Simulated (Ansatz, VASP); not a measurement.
## Sb in VASP and in Ansatz

```
Sb
1.0
    -1.57654    1.57654    2.71194
     1.57654   -1.57654    2.71194
     1.57654    1.57654   -2.71194
Sb
1
Direct
  0.00000 0.00000 0.00000
```

Alike in both runs: functional PBEsol; k mesh 9 × 9 × 9; occupations fermi-dirac, width 0.05 eV; no spin polarisation.

|  | VASP | Ansatz |
| --- | --- | --- |
| version | VASP 6.6.1 | Ansatz 0.2.0 |
| potentials or method | VASP PAW PBE potentials, release 64 (Sb), cutoff 520 eV | all-electron LAPW, scalar-relativistic |
| task | single point | band structure |

Ansatz gave:

| Quantity | Value |
| --- | --- |
| gap on the k mesh at the Fermi level (eV) | none |
| pressure (GPa) | -1.1 |
| traceless stress, the component that is largest in VASP (GPa) | 0.59 |

Q: Estimate VASP's values.

A: gap on the k mesh at the Fermi level (eV): none; pressure (GPa): -1.1; traceless stress, the component that is largest in VASP (GPa): 0.55.

VASP's potentials were made for PBE, not for PBEsol. A gap of «none» marks a metal or a gap that the smearing closes. Ansatz ran all-electron here, and VASP with PAW potentials.

Neither program's run includes spin-orbit coupling. Noted on Ansatz's run: the k mesh is thin for a metal, which can move the energy by tens of meV per atom.
